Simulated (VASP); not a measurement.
# As2Se (I4_1/amd) in VASP: a series of runs, part 2 of 2

VASP 6.6.1. Earlier steps stand in the parts before.

## Step 4: Single point, PBEsol

The input, INCAR:

```
PREC     = Accurate       # precision mode
ENCUT    = 520            # plane-wave cutoff, eV
EDIFF    = 1E-6           # SCF threshold, eV
ISMEAR   = 1              # smearing method
SIGMA    = 0.01           # smearing width, eV
LREAL    = False          # projectors in reciprocal space
LASPH    = True           # aspherical terms in the spheres
NELM     = 60             # most SCF steps
ALGO     = Normal         # electronic algorithm
ISIF     = 2              # what is computed and relaxed
LWAVE    = False          # write WAVECAR
LCHARG   = False          # write CHGCAR
GGA      = PS             # functional
NBANDS   = 25             # bands
```

The input, KPOINTS:

```
regular mesh
0
Gamma
  8 8 8
```

The input, POSCAR:

```
As2Se
1.0
   -3.5294180000      3.5294180000      2.6535710000
    3.5294180000     -3.5294180000      2.6535710000
    3.5294180000      3.5294180000     -2.6535710000
As Se
4 2
Direct
    0.8750000000      0.1250000000      0.7500000000
    0.3750000000      0.1250000000      0.2500000000
    0.8750000000      0.6250000000      0.7500000000
    0.8750000000      0.1250000000      0.2500000000
    0.5000000000      0.5000000000      0.0000000000
    0.2500000000      0.7500000000      0.5000000000
```

Potentials or basis: VASP PAW PBE potentials, release 64 (As, Se).

Started as:

```sh
$ cat potpaw_PBE.64/As/POTCAR potpaw_PBE.64/Se/POTCAR > POTCAR
$ mpirun -np 1 vasp_std > vasp.out
```

OUTCAR:

```text
PREC = Accurate
   ENCUT = 520
   EDIFF = 1E-6
   ISMEAR = 1
   LREAL = False
   LASPH = True
   NELM = 60
   ISIF = 2
   GGA = PS

 ion  position               nearest neighbor table
   1  0.875  0.125  0.750-   5 2.66   6 2.66   4 2.83   4 2.83   3 2.83   3 2.83
   2  0.375  0.125  0.250-   5 2.66   6 2.66   3 2.83   4 2.83   4 2.83   3 2.83
   3  0.875  0.625  0.750-   5 2.66   6 2.66   1 2.83   2 2.83   1 2.83   2 2.83
   4  0.875  0.125  0.250-   6 2.66   5 2.66   2 2.83   1 2.83   1 2.83   2 2.83
   5  0.500  0.500  0.000-   4 2.66   2 2.66   3 2.66   1 2.66
[... 882 lines left out ...]
  -------------------------------------------------------------------------------------
  Total       -2.4870518     -2.4870518     -3.2440236      0.0000000      0.0000000      0.0000000
  in kB      -30.1368963    -30.1368963    -39.3095151      0.0000000      0.0000000      0.0000000
  external PRESSURE =     -33.1944359 kB  Pullay stress =       0.0000000 kB

 VOLUME and BASIS-vectors are now :
 -----------------------------------------------------------------------------
  energy-cutoff  :      520.00
  volume of cell :      132.22
      direct lattice vectors                 reciprocal lattice vectors
    -3.529418000  3.529418000  2.653571000     0.000000000  0.141666416  0.188425333
     3.529418000 -3.529418000  2.653571000     0.141666416  0.000000000  0.188425333
     3.529418000  3.529418000 -2.653571000     0.141666416  0.141666416  0.000000000

 POSITION                                       TOTAL-FORCE (eV/Angst)
 -----------------------------------------------------------------------------------
      0.00000      5.29413      0.66339        -0.000000      0.000000      0.000000
     -0.00000      1.76471      0.66339        -0.000000      0.000000      0.000000
      1.76471      3.52942      1.99018        -0.000000      0.000000      0.000000
     -1.76471      3.52942      1.99018        -0.000000      0.000000      0.000000
      0.00000      0.00000      2.65357        -0.000000     -0.000000     -0.000000
      3.52942     -0.00000      1.32679         0.000000     -0.000000     -0.000000
 -----------------------------------------------------------------------------------
    total drift:                               -0.000000      0.000000     -0.000000

  FREE ENERGIE OF THE ION-ELECTRON SYSTEM (eV)
  ---------------------------------------------------
  free  energy   TOTEN  =       -27.8109072291 eV

  energy  without entropy=      -27.8107825655  energy(sigma->0) =      -27.81086567
```

stdout:

```text
POSCAR found type information on POSCAR AsSe
 POSCAR found :  2 types and       6 ions
 scaLAPACK will be used
 -----------------------------------------------------------------------------
|                                                                             |
|                                                                             |
|     You enforced a specific xc type in the INCAR file but a different       |
|     I HOPE YOU KNOW WHAT YOU ARE DOING!                                     |
|                                                                             |
 -----------------------------------------------------------------------------

 LDA part: xc-table for (Slater+PW92), standard interpolation
 POSCAR, INCAR and KPOINTS ok, starting setup
 FFT: planning ... GRIDC
 FFT: planning ... GRID_SOFT
 FFT: planning ... GRID
 WAVECAR not read
 entering main loop
```

Wall time 67 s (1 thread of Intel Xeon 6975P-C (Granite Rapids), shared host); peak memory 0.35 GiB.

What came out:

- Free energy: -27.8109 eV
- Pressure: -3.3 GPa
- Band gap on the k mesh: zero (band 16 reaches 4.91 eV, above the bottom of band 17 at 4.51 eV)

Stress tensor (GPa, compression positive):
```
-3.01  0.00  0.00
 0.00 -3.01  0.00
 0.00  0.00 -3.93
```

Levels at points of the mesh, in eV from the Fermi level:
```tsv
k point	band 12	band 13	band 14	band 15	band 16	band 17	band 18	band 19	band 20	band 21
(0.00, 0.00, 0.00)	-2.84	-2.84	-2.68	-2.68	-1.06	2.31	3.01	3.01	3.41	3.93
(0.50, 0.00, 0.00)	-2.46	-1.76	-1.41	-0.46	-0.03	0.18	0.46	1.46	2.57	2.96
(0.50, 0.50, 0.00)	-2.23	-1.34	-1.34	-1.15	-1.15	-0.06	-0.06	1.84	1.84	3.76
(0.50, 0.50, 0.50)	-2.46	-0.66	-0.66	-0.31	-0.31	0.27	0.27	0.46	0.46	2.60
```

Caveat: the PAW data sets were made with another functional, which shifts forces and pressure a little.

## Step 5: Single point, PBEsol

The input, INCAR:

```
SYSTEM = As2Se
PREC     = Accurate       ! precision mode
ENCUT    = 520            ! plane-wave cutoff, eV
EDIFF    = 1E-7           ! SCF threshold, eV
ISMEAR   = 1              ! smearing method
SIGMA    = 0.1            ! smearing width, eV
LREAL    = .False.        ! projectors in reciprocal space
LASPH    = .True.         ! aspherical terms in the spheres
NELM     = 60             ! most SCF steps
ALGO     = Normal         ! electronic algorithm
ISIF     = 2              ! what is computed and relaxed
LWAVE    = .False.        ! write WAVECAR
LCHARG   = .True.         ! write CHGCAR
GGA      = PS             ! functional
LELF     = .True.         ! ELF
LVHAR    = .True.       
NBANDS   = 25             ! bands
```

The input, KPOINTS:

```
Automatic mesh
0
Gamma
  8 8 8
  0 0 0
```

POSCAR is that of step 4.

Started as:

```sh
$ cat potpaw_PBE.64/As/POTCAR potpaw_PBE.64/Se/POTCAR > POTCAR
$ mpirun -np 1 vasp_std > vasp.out
```

It took 81 s on 1 thread of Intel Xeon 6975P-C (Granite Rapids), shared host; peak memory 0.35 GiB.

Results (log left out):

```
Free energy            : -27.8110 eV
Pressure               : -3.3 GPa
Band gap on the k mesh : zero (band 16 reaches 4.91 eV, above the bottom of band 17 at 4.51 eV)
```

Stress tensor (GPa, compression positive):
```
-3.01  0.00  0.00
 0.00 -3.01  0.00
 0.00  0.00 -3.95
```

Levels at points of the mesh, in eV from the Fermi level:
| k point | band 13 | band 14 | band 15 | band 16 | band 17 | band 18 | band 19 | band 20 |
| --- | --- | --- | --- | --- | --- | --- | --- | --- |
| (0.00, 0.00, 0.00) | -2.84 | -2.68 | -2.68 | -1.05 | 2.31 | 3.02 | 3.02 | 3.42 |
| (0.50, 0.00, 0.00) | -1.75 | -1.40 | -0.45 | -0.02 | 0.19 | 0.46 | 1.47 | 2.58 |
| (0.50, 0.50, 0.00) | -1.33 | -1.33 | -1.15 | -1.15 | -0.05 | -0.05 | 1.84 | 1.84 |
| (0.50, 0.50, 0.50) | -0.65 | -0.65 | -0.30 | -0.30 | 0.28 | 0.28 | 0.46 | 0.46 |

Caveat: the PAW data sets were made with another functional, which shifts forces and pressure a little.

## Step 6: Single point, PBEsol

The input, INCAR:

```
SYSTEM = As2Se
ALGO = Normal
EDIFF = 1E-6
ENCUT = 520
GGA = PS
ISIF = 2
ISMEAR = -5
LASPH = .TRUE.
LCHARG = .TRUE.
LELF = .TRUE.
LREAL = .FALSE.
LVHAR = .TRUE.
LWAVE = .FALSE.
NBANDS = 25
NELM = 80
PREC = Accurate
SIGMA = 0.1
```

The input, KPOINTS:

```
k-points
0
G
  8 8 8
  0 0 0
```

POSCAR is that of step 5.

Potentials or basis: VASP PAW PBE potentials, release 64 (As, Se).

Started as:

```sh
$ cat potpaw_PBE.64/As/POTCAR potpaw_PBE.64/Se/POTCAR > POTCAR
$ mpirun -np 1 vasp_std > vasp.out
```

Wall time 83 s (1 thread of Intel Xeon 6975P-C (Granite Rapids), shared host); peak memory 0.35 GiB.

The run converged. Its results:

* Free energy: -27.8214 eV
* Pressure: -3.3 GPa
* Band gap on the k mesh: zero (band 16 reaches 4.91 eV, above the bottom of band 17 at 4.51 eV)

Stress tensor (GPa, compression positive):
```
-3.24  0.00  0.00
 0.00 -3.24  0.00
 0.00  0.00 -3.36
```

Levels at points of the mesh, in eV from the Fermi level:
```tsv
k point	band 12	band 13	band 14	band 15	band 16	band 17	band 18	band 19	band 20	band 21
(0.00, 0.00, 0.00)	-2.87	-2.87	-2.70	-2.70	-1.08	2.28	2.99	2.99	3.38	3.90
(0.50, 0.00, 0.00)	-2.48	-1.78	-1.43	-0.49	-0.05	0.16	0.43	1.43	2.54	2.94
(0.50, 0.50, 0.00)	-2.26	-1.36	-1.36	-1.18	-1.18	-0.08	-0.08	1.81	1.81	3.73
(0.50, 0.50, 0.50)	-2.48	-0.69	-0.69	-0.33	-0.33	0.24	0.24	0.43	0.43	2.57
```

Caveat: the PAW data sets were made with another functional, which shifts forces and pressure a little; tetrahedron occupations give inexact forces and stress in metals.

## Step 7: Summary

| smearing | gap on the mesh (eV) | pressure (GPa) |
| --- | --- | --- |
| gaussian 0.1 eV | none | -3.3 |
| methfessel-paxton 0.5 eV | none | -3.3 |
| methfessel-paxton 0.01 eV | none | -3.3 |
| methfessel-paxton 0.1 eV | none | -3.3 |
| tetrahedron | none | -3.3 |

Alike in all rows: task single point; level PBEsol; potentials or basis VASP PAW PBE potentials, release 64 (As, Se); no spin polarisation; cell as given; k mesh 8 × 8 × 8; cutoff (eV) 520.

Every run on the cell as given and a fine mesh finds a metal.

Caveats: the PAW data sets were made with another functional, which shifts forces and pressure a little; tetrahedron occupations give inexact forces and stress in metals (some runs).

Absolute energies hang on the potentials; compare differences alone.
